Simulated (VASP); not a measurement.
Write the native input for VASP 6.6.1 that does the following.

* Task: single point
* Functional: PBE
* Dispersion: D3(BJ)
* Potentials or basis: VASP PAW PBE potentials, release 64 (Al, O)
* Cutoff: 520 eV
* k mesh: 9 × 9 × 4
* Occupations: gaussian, width 0.05 eV
* Spin: no spin polarisation
* Dipole correction: no
* Further INCAR settings: ALGO = Normal; EDIFF = 1e-07; NBANDS = 20

The structure of Al2O3 lies in POSCAR:

```
Al2O3
1.0
    2.9416895826      0.0000000000      0.0000000000
   -1.4708447913      2.5475779086      0.0000000000
    0.0000000000      0.0000000000      7.4858055969
Al O
2 3
Direct
    0.0000000000      0.0000000000      0.1907358529
    0.0000000000      0.0000000000      0.8092641471
    0.3333333333      0.6666666667      0.3046509742
    0.6666666667      0.3333333333      0.0000000000
    0.3333333333      0.6666666667      0.6953490258
```

The input as run:

INCAR

```
ALGO = Normal ; EDIFF = 1E-7
ENCUT = 520 ; GGA = PE
ISIF = 2 ; ISMEAR = 0
IVDW = 12 ; LASPH = T
LCHARG = F ; LREAL = F
LWAVE = F ; NBANDS = 20
NELM = 80 ; PREC = Accurate
SIGMA = 0.05
```

KPOINTS

```
k-points
0
Gamma
  9 9 4
```

Potentials or basis: VASP PAW PBE potentials, release 64 (Al, O).

Run with:

```bash
$ cat potpaw_PBE.64/Al/POTCAR potpaw_PBE.64/O/POTCAR > POTCAR
$ mpirun -np 1 vasp_std > vasp.out
```

Results of the run:

```json
{"Pressure": "-19.5 GPa", "Largest force": "3.132 eV/Å", "Band gap on the k mesh": "3.17 eV, indirect (least direct gap 3.21 eV)", "Dispersion energy per atom": "-0.179 eV"}
```

Caveat: forces of over 1 eV/Å act on the atoms, so gaps and moduli don't describe the material at rest.

Wall time 45 s on 1 thread of Intel(R) Xeon(R) Platinum 8375C CPU @ 2.90GHz (Ice Lake), on a shared host, peak memory 0.2 GiB.
